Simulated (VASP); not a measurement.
# GaN (P6_3mc) in VASP: further runs

GaN is run at these levels: PBEsol; tasks: single point.

All numbers are computed with VASP 6.6.1; they aren't measurements. Logs are shortened: lines on timing, memory, paths and dates and some standing lists are left out, and cuts for length are marked.

## 1. The cell of the first run

It takes space group P6_3mc (No. 186, hexagonal). Conventional cell: a = 3.183 Å, b = 3.183 Å, c = 5.185 Å, α = 90.00°, β = 90.00°, γ = 120.00°. Within 2.6 Å of Ga (site symmetry 3m) lie 4 N at 1.95 Å. Within 2.6 Å of N (site symmetry 3m) lie 4 Ga at 1.95 Å.

## 2. Single point, PBEsol, non-collinear spin, zero start, spin-orbit coupling

Contents of INCAR:

```
ALGO     = Normal         # electronic algorithm
EDIFF    = 1E-7           # SCF threshold, eV
ENCUT    = 520            # plane-wave cutoff, eV
GGA      = PS             # functional
GGA_COMPAT= False        
ISIF     = 2              # what is computed and relaxed
ISMEAR   = 0              # smearing method
LASPH    = True           # aspherical terms in the spheres
LCHARG   = False          # write CHGCAR
LORBIT   = 11             # projections on sites
LORBMOM  = True         
LREAL    = False          # projectors in reciprocal space
LSORBIT  = True           # spin-orbit coupling
LWAVE    = False          # write WAVECAR
MAGMOM   = 0 0 0 0 0 0 0 0 0 0 0 0 # initial moments
NBANDS   = 50             # bands
NELM     = 150            # most SCF steps
PREC     = Accurate       # precision mode
SIGMA    = 0.01           # smearing width, eV
```

Contents of KPOINTS:

```
k-points
0
Gamma
  8 8 4
```

Contents of POSCAR:

```
GaN
1.0
    3.1825745955      0.0000000000      0.0000000000
   -1.5912872977      2.7561904491      0.0000000000
    0.0000000000      0.0000000000      5.1854102025
Ga N
2 2
Direct
    0.3333333333      0.6666666667     -0.0008061560
    0.6666666667      0.3333333333      0.4991938440
    0.3333333333      0.6666666667      0.3758061560
    0.6666666667      0.3333333333      0.8758061560
```

Potentials or basis: VASP PAW PBE potentials, release 64 (Ga_d, N).

Launch:

```sh
$ cat potpaw_PBE.64/Ga_d/POTCAR potpaw_PBE.64/N/POTCAR > POTCAR
$ mpirun -np 1 vasp_ncl > vasp.out
```

OUTCAR:

```text
EDIFF = 1E-7
   ENCUT = 520
   GGA = PS
   ISIF = 2
   ISMEAR = 0
   LASPH = True
   LORBIT = 11
   LREAL = False
   LSORBIT = True
   NELM = 150
   PREC = Accurate

 ion  position               nearest neighbor table
   1  0.333  0.667  0.999-   4 1.95   4 1.95   4 1.95   3 1.95
   2  0.667  0.333  0.499-   3 1.95   3 1.95   3 1.95   4 1.95
   3  0.333  0.667  0.376-   2 1.95   2 1.95   2 1.95   1 1.95
   4  0.667  0.333  0.876-   1 1.95   1 1.95   1 1.95   2 1.95

  LATTYP: Found a hexagonal cell.
 ALAT       =     3.1825745955
 C/A-ratio  =     1.6293130128

  Lattice vectors:

 A1 = (   3.1825745955,   0.0000000000,   0.0000000000)
 A2 = (  -1.5912872977,   2.7561904491,   0.0000000000)
 A3 = (   0.0000000000,   0.0000000000,   5.1854102025)

Analysis of symmetry for initial positions (statically):
=====================================================================
 Subroutine PRICEL returns:
 Original cell was already a primitive cell.

 Routine SETGRP: Setting up the symmetry group for a
 hexagonal supercell.

 Subroutine GETGRP returns: Found 12 space group operations
 (whereof  6 operations were pure point group operations)
 out of a pool of 24 trial point group operations.

The static configuration has the point symmetry C_3v.
 The point group associated with its full space group is C_6v.

Analysis of symmetry for dynamics (positions and initial velocities):
=====================================================================
 Subroutine PRICEL returns:
 Original cell was already a primitive cell.

 Routine SETGRP: Setting up the symmetry group for a
 hexagonal supercell.

 Subroutine GETGRP returns: Found 12 space group operations
 (whereof  6 operations were pure point group operations)
 out of a pool of 24 trial point group operations.

The dynamic configuration has the point symmetry C_3v.
 The point group associated with its full space group is C_6v.

Analysis of structural, dynamic, and magnetic symmetry:
=====================================================================
 Subroutine PRICEL returns:
 Original cell was already a primitive cell.

 Routine SETGRP: Setting up the symmetry group for a
 hexagonal supercell.

 Subroutine GETGRP returns: Found 12 space group operations
 (whereof  6 operations were pure point group operations)
 out of a pool of 24 trial point group operations.

The overall configuration has the point symmetry C_3v.
 The point group associated with its full space group is C_6v.

 Subroutine INISYM returns: Found 12 space group operations
 (whereof  6 operations are pure point group operations),
 and found     1 'primitive' translations

----------------------------------------------------------------------------------------

                                     Primitive cell

  volume of cell :      45.4853

  direct lattice vectors                    reciprocal lattice vectors
     3.182574596  0.000000000  0.000000000     0.314211017  0.181409815  0.000000000
    -1.591287298  2.756190449  0.000000000     0.000000000  0.362819630  0.000000000
     0.000000000  0.000000000  5.185410202     0.000000000  0.000000000  0.192848774

  length of vectors
     3.182574596  3.182574595  5.185410202     0.362819630  0.362819630  0.192848774

  position of ions in fractional coordinates (direct lattice)
     0.333333333  0.666666667  0.999193844
     0.666666667  0.333333333  0.499193844
     0.333333333  0.666666667  0.375806156
     0.666666667  0.333333333  0.875806156

  ion indices of the primitive-cell ions
   primitive index   ion index
                 1           1
                 2           2
                 3           3
                 4           4

----------------------------------------------------------------------------------------

 KPOINTS: k-points

Automatic generation of k-mesh.
 Grid dimensions read from file:
 generate k-points for:    8    8    4

 Generating k-lattice:
[... 107 lines left out ...]
  ext. energy  EPLUGINS =         0.00000000
  ---------------------------------------------------
  free energy    TOTEN  =       -26.27892699 eV

  energy without entropy =      -26.27892699  energy(sigma->0) =      -26.27892699

 E-fermi :   5.3078     XC(G=0): -11.9283

 val. band max:        5.2387442641   @ k =   0.0000   0.0000   0.0000
 cond. band min:       7.1300427875   @ k =   0.0000   0.0000   0.0000
 fundamental gap:      1.8912985234
 Fermi energy:         5.3077652152

 k-point     1 :       0.0000    0.0000    0.0000
  band No.  band energies     occupation
      1     -10.7813      1.00000
      2     -10.7813      1.00000
      3      -9.8214      1.00000
      4      -9.8214      1.00000
      5      -8.3572      1.00000
      6      -8.3572      1.00000
[... 1213 lines left out ...]
     47      15.2712      0.00000
     48      15.3288      0.00000

 [... further k-points ...]

 [bands above 48 left out]

------------------------ aborting loop because EDIFF is reached ----------------------------------------

  FORCE on cell =-STRESS in cart. coord.  units (eV):
  Direction    XX          YY          ZZ          XY          YZ          ZX
  --------------------------------------------------------------------------------------
  -------------------------------------------------------------------------------------
  Total       -0.0620471     -0.0620471     -0.0555322     -0.0000000     -0.0000000      0.0000000
  in kB       -2.1855530     -2.1855530     -1.9560705     -0.0000000     -0.0000000      0.0000000
  external PRESSURE =      -2.1090588 kB  Pullay stress =       0.0000000 kB

 VOLUME and BASIS-vectors are now :
 -----------------------------------------------------------------------------
  energy-cutoff  :      520.00
  volume of cell :       45.49
      direct lattice vectors                 reciprocal lattice vectors
     3.182574596  0.000000000  0.000000000     0.314211017  0.181409815  0.000000000
    -1.591287298  2.756190449  0.000000000     0.000000000  0.362819630  0.000000000
     0.000000000  0.000000000  5.185410202     0.000000000  0.000000000  0.192848774

 POSITION                                       TOTAL-FORCE (eV/Angst)
 -----------------------------------------------------------------------------------
     -0.00000      1.83746      5.18123        -0.000000     -0.000000     -0.000109
      1.59129      0.91873      2.58852         0.000000      0.000000     -0.000109
     -0.00000      1.83746      1.94871        -0.000000     -0.000000      0.000109
      1.59129      0.91873      4.54141         0.000000     -0.000000      0.000109
 -----------------------------------------------------------------------------------
    total drift:                               -0.000000      0.000000     -0.000591

  FREE ENERGIE OF THE ION-ELECTRON SYSTEM (eV)
  ---------------------------------------------------
  free  energy   TOTEN  =       -26.2789269924 eV

  energy  without entropy=      -26.2789269924  energy(sigma->0) =      -26.27892699

 orbital moment (x)

 # of ion     p       d       tot
 ----------------------------------------
  1         0.000  -0.000   0.000
  2        -0.000   0.000   0.000
  3        -0.000   0.000  -0.000
  4         0.000   0.000   0.000
 ----------------------------------------
           -0.000   0.000   0.000

 orbital moment (y)

 # of ion     p       d       tot
 ----------------------------------------
  1         0.000  -0.000  -0.000
  2        -0.000  -0.000  -0.000
  3         0.000   0.000   0.000
  4        -0.000   0.000  -0.000
 ----------------------------------------
           -0.000  -0.000  -0.000

 orbital moment (z)

 # of ion     p       d       tot
 ----------------------------------------
  1         0.000  -0.000   0.000
  2         0.000   0.000   0.000
  3         0.000   0.000   0.000
  4         0.000   0.000   0.000
 ----------------------------------------
            0.000   0.000   0.000

 Spin-Orbit-Coupling matrix elements

 Ion:    1  E_soc:     -0.0108758
 l=   1
     0.0000000    -0.0009829    -0.0009895
    -0.0009829     0.0000000    -0.0009829
    -0.0009895    -0.0009829     0.0000000
 l=   2
     0.0000000    -0.0001639     0.0000000    -0.0001639    -0.0006674
    -0.0001639     0.0000000    -0.0004993    -0.0001611    -0.0001639
     0.0000000    -0.0004993     0.0000000    -0.0004993     0.0000000
    -0.0001639    -0.0001611    -0.0004993     0.0000000    -0.0001639
    -0.0006674    -0.0001639     0.0000000    -0.0001639     0.0000000
 l=   3
     0.0000000     0.0000000     0.0000000     0.0000000     0.0000000     0.0000000     0.0000000
     0.0000000     0.0000000     0.0000000     0.0000000     0.0000000     0.0000000     0.0000000
     0.0000000     0.0000000     0.0000000     0.0000000     0.0000000     0.0000000     0.0000000
     0.0000000     0.0000000     0.0000000     0.0000000     0.0000000     0.0000000     0.0000000
[... 49 lines left out ...]
 l=   2
     0.0000000     0.0000000     0.0000000     0.0000000     0.0000000
     0.0000000     0.0000000     0.0000000     0.0000000     0.0000000
     0.0000000     0.0000000     0.0000000     0.0000000     0.0000000
     0.0000000     0.0000000     0.0000000     0.0000000     0.0000000
     0.0000000     0.0000000     0.0000000     0.0000000     0.0000000
 l=   3
     0.0000000     0.0000000     0.0000000     0.0000000     0.0000000     0.0000000     0.0000000
     0.0000000     0.0000000     0.0000000     0.0000000     0.0000000     0.0000000     0.0000000
     0.0000000     0.0000000     0.0000000     0.0000000     0.0000000     0.0000000     0.0000000
     0.0000000     0.0000000     0.0000000     0.0000000     0.0000000     0.0000000     0.0000000
     0.0000000     0.0000000     0.0000000     0.0000000     0.0000000     0.0000000     0.0000000
     0.0000000     0.0000000     0.0000000     0.0000000     0.0000000     0.0000000     0.0000000
     0.0000000     0.0000000     0.0000000     0.0000000     0.0000000     0.0000000     0.0000000

 total charge

# of ion       s       p       d       tot
------------------------------------------
    1        0.790   0.908  10.183  11.881
    2        0.790   0.908  10.183  11.881
    3        1.217   2.511   0.000   3.728
    4        1.217   2.511   0.000   3.728
--------------------------------------------------
tot          4.014   6.839  20.366  31.219

 magnetization (x)

# of ion       s       p       d       tot
------------------------------------------
    1        0.000   0.000   0.000   0.000
    2        0.000   0.000   0.000   0.000
    3       -0.000   0.000   0.000  -0.000
    4        0.000   0.000   0.000   0.000
--------------------------------------------------
tot          0.000   0.000   0.000   0.000

 magnetization (y)

# of ion       s       p       d       tot
------------------------------------------
    1        0.000   0.000   0.000   0.000
    2        0.000   0.000  -0.000  -0.000
    3        0.000  -0.000   0.000  -0.000
    4        0.000   0.000   0.000   0.000
--------------------------------------------------
tot          0.000   0.000  -0.000  -0.000

 magnetization (z)

# of ion       s       p       d       tot
------------------------------------------
    1        0.000  -0.000  -0.000  -0.000
    2       -0.000  -0.000   0.000  -0.000
    3       -0.000  -0.000   0.000  -0.000
    4       -0.000  -0.000   0.000  -0.000
--------------------------------------------------
tot         -0.000  -0.000   0.000  -0.000
```

It took 2.3 min on 1 thread of Intel Xeon Platinum 8488C (Sapphire Rapids), shared host; peak memory 0.31 GiB.

Results:

```yaml
Free_energy: -26.2789 eV
Pressure: -0.2 GPa
Net_moment: 0.00 μB per cell
Valence_electrons_inside_the_program's_atomic_spheres: Ga 11.88; N 3.73
```

Moments on the atoms (μB; x, y, z):
```
Ga  0.00 0.00 0.00
Ga  0.00 0.00 0.00
N   0.00 0.00 0.00
N   0.00 0.00 0.00
```

Caveat: the PAW data sets were made with another functional, which shifts forces and pressure a little.

## 3. Single point, PBEsol, non-collinear spin, zero start, spin-orbit coupling

This run uses another cell than the first one, of 11.49 Å³/atom.

Contents of INCAR:

```
SYSTEM = GaN
PREC = Accurate
ENCUT = 520
EDIFF = 1E-6
ISMEAR = 0
SIGMA = 0.01
LREAL = .FALSE.
LASPH = .TRUE.
NELM = 150
ALGO = Normal
ISIF = 2
LWAVE = .FALSE.
LCHARG = .TRUE.
MAGMOM = 0 0 0 0 0 0 0 0 0 0 0 0
LORBIT = 11
LSORBIT = .TRUE.
GGA_COMPAT = .FALSE.
LORBMOM = .TRUE.
GGA = PS
LVHAR = .TRUE.
NBANDS = 50
```

Contents of KPOINTS:

```
regular mesh
0
G
  8 8 4
  0 0 0
```

Contents of POSCAR:

```
GaN
1.0
    3.1939374328      0.0000000000      0.0000000000
   -1.5969687164      2.7660309549      0.0000000000
    0.0000000000      0.0000000000      5.2034256327
Ga N
2 2
Direct
    0.3333333333      0.6666666667     -0.0008261308
    0.6666666667      0.3333333333      0.4991738692
    0.3333333333      0.6666666667      0.3758261308
    0.6666666667      0.3333333333      0.8758261308
```

Potentials or basis: VASP PAW PBE potentials, release 64 (Ga_d, N).

Launch:

```sh
$ cat potpaw_PBE.64/Ga_d/POTCAR potpaw_PBE.64/N/POTCAR > POTCAR
$ mpirun -np 1 vasp_ncl > vasp.out
```

OUTCAR:

```text
SYSTEM = GaN
   PREC = Accurate
   ENCUT = 520
   EDIFF = 1E-6
   ISMEAR = 0
   LREAL = .FALSE.
   LASPH = .TRUE.
   NELM = 150
   ISIF = 2
   LORBIT = 11
   LSORBIT = .TRUE.
   GGA = PS

 ion  position               nearest neighbor table
   1  0.333  0.667  0.999-   4 1.95   4 1.95   4 1.95   3 1.96
   2  0.667  0.333  0.499-   3 1.95   3 1.95   3 1.95   4 1.96
   3  0.333  0.667  0.376-   2 1.95   2 1.95   2 1.95   1 1.96
   4  0.667  0.333  0.876-   1 1.95   1 1.95   1 1.95   2 1.96

  LATTYP: Found a hexagonal cell.
 ALAT       =     3.1939374328
 C/A-ratio  =     1.6291570333

  Lattice vectors:

 A1 = (   3.1939374328,   0.0000000000,   0.0000000000)
 A2 = (  -1.5969687164,   2.7660309549,   0.0000000000)
[... 1579 lines left out ...]
     0.0000000     0.0000000     0.0000000     0.0000000     0.0000000     0.0000000     0.0000000
     0.0000000     0.0000000     0.0000000     0.0000000     0.0000000     0.0000000     0.0000000
     0.0000000     0.0000000     0.0000000     0.0000000     0.0000000     0.0000000     0.0000000
     0.0000000     0.0000000     0.0000000     0.0000000     0.0000000     0.0000000     0.0000000

 total charge

# of ion       s       p       d       tot
------------------------------------------
    1        0.788   0.896  10.177  11.860
    2        0.788   0.896  10.177  11.860
    3        1.217   2.502   0.000   3.719
    4        1.217   2.502   0.000   3.719
--------------------------------------------------
tot          4.011   6.796  20.353  31.160

 magnetization (x)

# of ion       s       p       d       tot
------------------------------------------
    1       -0.000   0.000   0.000   0.000
    2        0.000  -0.000   0.000  -0.000
    3        0.000   0.000   0.000   0.000
    4       -0.000   0.000   0.000  -0.000
--------------------------------------------------
tot         -0.000   0.000   0.000   0.000

 magnetization (y)

# of ion       s       p       d       tot
------------------------------------------
    1        0.000   0.000   0.000   0.000
    2       -0.000   0.000   0.000  -0.000
    3        0.000   0.000   0.000   0.000
    4        0.000   0.000   0.000   0.000
--------------------------------------------------
tot          0.000   0.000   0.000   0.000

 magnetization (z)

# of ion       s       p       d       tot
------------------------------------------
    1       -0.000   0.000   0.000   0.000
    2       -0.000   0.000   0.000   0.000
    3        0.000   0.000   0.000   0.000
    4        0.000   0.000   0.000   0.000
--------------------------------------------------
tot          0.000   0.000   0.000   0.000
```

Wall time 1.9 min (1 thread of Intel Xeon Platinum 8488C (Sapphire Rapids), shared host); peak memory 0.31 GiB.

Results:

```
Free energy                                           : -26.2755 eV
Pressure                                              : -2.1 GPa
Net moment                                            : 0.00 μB per cell
Valence electrons inside the program's atomic spheres : Ga 11.86; N 3.72
```

Moments on the atoms (μB; x, y, z):
```
Ga  0.00 0.00 0.00
Ga  0.00 0.00 0.00
N   0.00 0.00 0.00
N   0.00 0.00 0.00
```

Caveat: the PAW data sets were made with another functional, which shifts forces and pressure a little.
